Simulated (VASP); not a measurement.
A run of VASP 6.6.1 is set up as follows.

POSCAR

```
Cu
1.0
    2.6317228330      0.0000000000      0.0000000000
   -1.3158614165      2.2791388291      0.0000000000
    0.0000000000      0.0000000000      4.0266239280
Cu
2
Direct
    0.3333333333      0.6666666667      0.2500000000
    0.6666666667      0.3333333333      0.7500000000
```

INCAR.step1

```
  PREC = Accurate
  ENCUT = 520
  ISMEAR = 0
  SIGMA = 0.1
  LREAL = F
  LASPH = T
  NELM = 60
  NBANDS = 18
  GGA = PE
  ALGO = Normal
  EDIFF = 1E-4
  LWAVE = T
  LCHARG = F
```

The input INCAR.step2:

```
  PREC = Accurate
  ENCUT = 520
  EDIFF = 1E-6
  ISMEAR = 0
  SIGMA = 0.1
  LREAL = F
  LASPH = T
  NELM = 60
  ALGO = Normal
  ISIF = 2
  LWAVE = F
  LCHARG = T
  METAGGA = R2SCAN
  LMIXTAU = T
  LELF = T
  LVHAR = T
  NBANDS = 18
  ISTART = 1
```

Contents of KPOINTS:

```
regular mesh
0
Gamma
  24 24 12
```

Potentials or basis: VASP PAW PBE potentials, release 64 (Cu).

Run with:

```console
$ cat potpaw_PBE.64/Cu/POTCAR > POTCAR
$ cp INCAR.step1 INCAR
$ mpirun -np 1 vasp_std > vasp.out
$ cp INCAR.step2 INCAR
$ mpirun -np 1 vasp_std > vasp.out
```

What does it give for the pressure?

-6.3 GPa.

Predict the band gap on the k mesh.

zero (bands 11 and 12 overlap by 5.84 eV).

Stress tensor (GPa, compression positive):
```
-9.68  0.00  0.00
 0.00 -9.68  0.00
 0.00  0.00  0.52
```

Caveat: the cell differs from its parent crystal (biaxial strain in the a-b plane: +4.0 %, then relaxed in part); the stress differs along the axes, from -10 to 1 GPa; the PAW data sets were made with another functional, which shifts forces and pressure a little.
